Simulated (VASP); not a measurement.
Write the native input for VASP 6.6.1 that does the following.

| Quantity | Value |
| --- | --- |
| Task | single point |
| Functional | LDA |
| Potentials or basis | VASP PAW LDA potentials, release 64 (Y_sv) |
| Cutoff | 520 eV |
| k mesh | 13 × 13 × 13 |
| Occupations | fermi-dirac, width 0.08 eV |
| Spin | no spin polarisation |
| Dipole correction | no |
| Further INCAR settings | ALGO = Normal; EDIFF = 1e-07; NBANDS = 12 |

The structure of Y lies in POSCAR:

```
Y
1.0
    0.0000000000      2.0451636482      2.0451636482
    2.0451636482      0.0000000000      2.0451636482
    2.0451636482      2.0451636482      0.0000000000
Y
1
Direct
    0.0000000000      0.0000000000      0.0000000000
```

This cell differs from its parent crystal: volume scaled by 0.58.

The input as run:

INCAR

```
SYSTEM = Y
ALGO = Normal
EDIFF = 1E-7
ENCUT = 520
ISIF = 2
ISMEAR = -1
LASPH = .True.
LCHARG = .False.
LREAL = .False.
LWAVE = .False.
NBANDS = 12
NELM = 80
PREC = Accurate
SIGMA = 0.08
```

KPOINTS

```
k-points
0
Gamma
  13 13 13
  0 0 0
```

Potentials or basis: VASP PAW LDA potentials, release 64 (Y_sv).

Command:

```console
$ cat potpaw_LDA.64/Y_sv/POTCAR > POTCAR
$ mpirun -np 1 vasp_std > vasp.out
```

Results of the run:

```
Pressure : 54.3 GPa
```

It took 13 s on 1 thread of Intel Xeon 6975P-C, with other jobs on the host, peak memory 0.16 GiB.
